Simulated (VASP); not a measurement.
# Co (P6_3/mmc) in VASP: a series of runs, part 2 of 2

VASP 6.6.1.

## (3) Single point, r2SCAN, collinear spin, ferromagnetic start

The input, POSCAR:

```
Co
1.0
    2.4715232260      0.0000000000      0.0000000000
   -1.2357616130      2.1404018997      0.0000000000
    0.0000000000      0.0000000000      4.0271144694
Co
2
Direct
    0.3333333333      0.6666666667      0.2500000000
    0.6666666667      0.3333333333      0.7500000000
```

The input, INCAR.step1:

```
SYSTEM = Co
ALGO = Normal
EDIFF = 1E-4
ENCUT = 520
GGA = PE
ISMEAR = -1
ISPIN = 2
LASPH = .True.
LCHARG = .False.
LMAXMIX = 4
LREAL = .False.
LWAVE = .True.
MAGMOM = 1.891 1.891
NBANDS = 20
NELM = 150
PREC = Accurate
SIGMA = 0.6
```

The input, INCAR.step2:

```
SYSTEM = Co
ALGO = Normal
EDIFF = 1E-6
ENCUT = 520
ISIF = 2
ISMEAR = -1
ISPIN = 2
ISTART = 1
LASPH = .True.
LCHARG = .False.
LMAXMIX = 4
LMIXTAU = .True.
LORBIT = 11
LREAL = .False.
LWAVE = .False.
MAGMOM = 1.891 1.891
METAGGA = R2SCAN
NBANDS = 20
NELM = 150
PREC = Accurate
SIGMA = 0.6
```

The input, KPOINTS:

```
k-points
0
Gamma
  15 15 8
  0 0 0
```

Potentials or basis: VASP PAW PBE potentials, release 64 (Co).

Run with:

```bash
$ cat potpaw_PBE.64/Co/POTCAR > POTCAR
$ cp INCAR.step1 INCAR
$ mpirun -np 1 vasp_std > vasp.out
$ cp INCAR.step2 INCAR
$ mpirun -np 1 vasp_std > vasp.out
```

OUTCAR:

```text
SYSTEM = Co
   EDIFF = 1E-6
   ENCUT = 520
   ISIF = 2
   ISMEAR = -1
   ISPIN = 2
   ISTART = 1
   LASPH = .True.
   LORBIT = 11
   LREAL = .False.
   METAGGA = R2SCAN
   NELM = 150
   PREC = Accurate

 ion  position               nearest neighbor table
   1  0.333  0.667  0.250-   2 2.47   2 2.47   2 2.47   2 2.47   2 2.47   2 2.47
   2  0.667  0.333  0.750-   1 2.47   1 2.47   1 2.47   1 2.47   1 2.47   1 2.47

  LATTYP: Found a hexagonal cell.
 ALAT       =     2.4715232260
 C/A-ratio  =     1.6294058769

  Lattice vectors:

 A1 = (   2.4715232260,   0.0000000000,   0.0000000000)
[... 1323 lines left out ...]

 VOLUME and BASIS-vectors are now :
 -----------------------------------------------------------------------------
  energy-cutoff  :      520.00
  volume of cell :       21.30
      direct lattice vectors                 reciprocal lattice vectors
     2.471523226  0.000000000  0.000000000     0.404608781  0.233600989  0.000000000
    -1.235761613  2.140401900  0.000000000     0.000000000  0.467201977  0.000000000
     0.000000000  0.000000000  4.027114469     0.000000000  0.000000000  0.248316756

 POSITION                                       TOTAL-FORCE (eV/Angst)
 -----------------------------------------------------------------------------------
     -0.00000      1.42693      1.00678         0.000000     -0.000000      0.000000
      1.23576      0.71347      3.02034        -0.000000      0.000000      0.000000
 -----------------------------------------------------------------------------------
    total drift:                                0.000000     -0.000000     -0.000000

  FREE ENERGIE OF THE ION-ELECTRON SYSTEM (eV)
  ---------------------------------------------------
  free  energy   TOTEN  =       -27.5561640195 eV

  energy  without entropy=      -23.8624100023  energy(sigma->0) =      -25.70928701

 total charge

# of ion       s       p       d       tot
------------------------------------------
    1        0.518   0.561   7.280   8.359
    2        0.518   0.561   7.280   8.359
--------------------------------------------------
tot          1.036   1.122  14.561  16.718

 magnetization (x)

# of ion       s       p       d       tot
------------------------------------------
    1        0.000  -0.000   0.000   0.000
    2        0.000  -0.000   0.000   0.000
--------------------------------------------------
tot          0.000  -0.000   0.000   0.000
```

OSZICAR.step1:

```text
N       E                     dE             d eps       ncg     rms          rms(c)
DAV:   1     0.848182228433E+02    0.84818E+02   -0.79130E+03 11384   0.120E+03
DAV:   2    -0.130828925007E+02   -0.97901E+02   -0.88301E+02 10944   0.218E+02
DAV:   3    -0.177065894524E+02   -0.46237E+01   -0.44532E+01 12300   0.573E+01
DAV:   4    -0.177767139478E+02   -0.70124E-01   -0.70069E-01 13256   0.619E+00
DAV:   5    -0.177787113582E+02   -0.19974E-02   -0.19973E-02 12584   0.100E+00    0.157E+01
DAV:   6    -0.162111566026E+02    0.15676E+01   -0.68701E+00 12240   0.539E+01    0.605E+00
DAV:   7    -0.158751553575E+02    0.33600E+00   -0.10990E+00 12296   0.197E+01    0.313E+00
DAV:   8    -0.158634936080E+02    0.11662E-01   -0.19869E-02 16528   0.212E+00    0.135E+00
DAV:   9    -0.158682890256E+02   -0.47954E-02   -0.36800E-03 15028   0.822E-01    0.730E-01
DAV:  10    -0.158798631909E+02   -0.11574E-01   -0.91351E-03 15660   0.173E+00    0.474E-01
DAV:  11    -0.158825351501E+02   -0.26720E-02   -0.39344E-03 15988   0.111E+00    0.139E-01
DAV:  12    -0.158826741177E+02   -0.13897E-03   -0.34856E-04 13996   0.166E-01    0.950E-02
DAV:  13    -0.158826953085E+02   -0.21191E-04   -0.12954E-05  5692   0.341E-02
   1 F= -.15882695E+02 E0= -.14004241E+02  d E =-.375691E+01  mag=    -0.0189
```

It took 4.5 min on 1 thread of Intel Xeon Platinum 8488C (Sapphire Rapids), shared host; peak memory 0.2 GiB.

What came out:

```yaml
Free_energy: -27.5562 eV
Pressure: 0.0 GPa
Band_gap_on_the_k_mesh: zero (filled and empty bands overlap)
Net_moment: 0.00 μB per cell
Valence_electrons_inside_the_program's_atomic_spheres: Co 8.36
```

Caveat: so wide a smearing shifts energies and pressures; the moments typed at the start vanished in this run; the PAW data sets were made with another functional, which shifts forces and pressure a little.

## (4) Single point, r2SCAN, collinear spin, ferromagnetic start

POSCAR is that of step 3.

The input, INCAR.step1:

```
  PREC = Accurate
  ENCUT = 520
  ISMEAR = -1
  SIGMA = 1.0
  LREAL = False
  LASPH = True
  NELM = 150
  ISPIN = 2
  MAGMOM = 1.891 1.891
  LMAXMIX = 4
  NBANDS = 20
  GGA = PE
  ALGO = Normal
  EDIFF = 1E-4
  LWAVE = True
  LCHARG = False
```

The input, INCAR.step2:

```
  PREC = Accurate
  ENCUT = 520
  EDIFF = 1E-7
  ISMEAR = -1
  SIGMA = 1.0
  LREAL = False
  LASPH = True
  NELM = 150
  ALGO = Normal
  ISIF = 2
  LWAVE = False
  LCHARG = False
  ISPIN = 2
  MAGMOM = 1.891 1.891
  LORBIT = 11
  LMAXMIX = 4
  METAGGA = R2SCAN
  LMIXTAU = True
  NBANDS = 20
  ISTART = 1
```

The input, KPOINTS:

```
Automatic mesh
0
Gamma
  15 15 8
```

Potentials or basis: VASP PAW PBE potentials, release 64 (Co).

Run with:

```bash
$ cat potpaw_PBE.64/Co/POTCAR > POTCAR
$ cp INCAR.step1 INCAR
$ mpirun -np 1 vasp_std > vasp.out
$ cp INCAR.step2 INCAR
$ mpirun -np 1 vasp_std > vasp.out
```

OUTCAR:

```text
PREC = Accurate
   ENCUT = 520
   EDIFF = 1E-7
   ISMEAR = -1
   LREAL = False
   LASPH = True
   NELM = 150
   ISIF = 2
   ISPIN = 2
   LORBIT = 11
   METAGGA = R2SCAN
   ISTART = 1

 ion  position               nearest neighbor table
   1  0.333  0.667  0.250-   2 2.47   2 2.47   2 2.47   2 2.47   2 2.47   2 2.47
   2  0.667  0.333  0.750-   1 2.47   1 2.47   1 2.47   1 2.47   1 2.47   1 2.47

  LATTYP: Found a hexagonal cell.
 ALAT       =     2.4715232260
 C/A-ratio  =     1.6294058769

  Lattice vectors:

 A1 = (   2.4715232260,   0.0000000000,   0.0000000000)
 A2 = (  -1.2357616130,   2.1404018997,   0.0000000000)
 A3 = (   0.0000000000,   0.0000000000,   4.0271144694)

Analysis of symmetry for initial positions (statically):
=====================================================================
 Subroutine PRICEL returns:
 Original cell was already a primitive cell.

 Routine SETGRP: Setting up the symmetry group for a
 hexagonal supercell.

 Subroutine GETGRP returns: Found 24 space group operations
[... 743 lines left out ...]

 spin component 2

 k-point     1 :       0.0000    0.0000    0.0000
  band No.  band energies     occupation
      1       0.9181      0.99995
      2       5.4648      0.99519
      3       8.4953      0.90905
      4       8.5607      0.90350
      5       8.5607      0.90349
      6       8.9093      0.86853
[... 541 lines left out ...]
     19      31.1432      0.00000
     20      40.9667      0.00000

 [... further k-points ...]
[... 5 lines left out ...]
  --------------------------------------------------------------------------------------
  -------------------------------------------------------------------------------------
  Total        2.1911456      2.1911456      2.2149141      0.0000000     -0.0000000     -0.0000000
  in kB      164.7888509    164.7888509    166.5764022      0.0000000     -0.0000000     -0.0000000
  external PRESSURE =     165.3847013 kB  Pullay stress =       0.0000000 kB

 VOLUME and BASIS-vectors are now :
 -----------------------------------------------------------------------------
  energy-cutoff  :      520.00
  volume of cell :       21.30
      direct lattice vectors                 reciprocal lattice vectors
     2.471523226  0.000000000  0.000000000     0.404608781  0.233600989  0.000000000
    -1.235761613  2.140401900  0.000000000     0.000000000  0.467201977  0.000000000
     0.000000000  0.000000000  4.027114469     0.000000000  0.000000000  0.248316756

 POSITION                                       TOTAL-FORCE (eV/Angst)
 -----------------------------------------------------------------------------------
     -0.00000      1.42693      1.00678         0.000000      0.000000      0.000000
      1.23576      0.71347      3.02034        -0.000000     -0.000000      0.000000
 -----------------------------------------------------------------------------------
    total drift:                                0.000000     -0.000000     -0.000000

  FREE ENERGIE OF THE ION-ELECTRON SYSTEM (eV)
  ---------------------------------------------------
  free  energy   TOTEN  =       -30.4526291327 eV

  energy  without entropy=      -22.2610942938  energy(sigma->0) =      -26.35686171

 total charge

# of ion       s       p       d       tot
------------------------------------------
    1        0.525   0.577   7.260   8.362
    2        0.525   0.577   7.260   8.362
--------------------------------------------------
tot          1.051   1.154  14.520  16.725

 magnetization (x)

# of ion       s       p       d       tot
------------------------------------------
    1        0.000   0.000  -0.000  -0.000
    2        0.000   0.000  -0.000  -0.000
--------------------------------------------------
tot          0.000   0.000  -0.000  -0.000
```

Run time: 4.1 min. Hardware: 1 thread of Intel Xeon Platinum 8488C (Sapphire Rapids), shared host; peak memory 0.2 GiB.

Results:

```yaml
Free_energy: -30.4526 eV
Pressure: 16.5 GPa
Band_gap_on_the_k_mesh: zero (filled and empty bands overlap)
Net_moment: 0.00 μB per cell
Valence_electrons_inside_the_program's_atomic_spheres: Co 8.36
```

Caveat: the cell stands under pressure; so wide a smearing shifts energies and pressures; the moments typed at the start vanished in this run; the PAW data sets were made with another functional, which shifts forces and pressure a little.
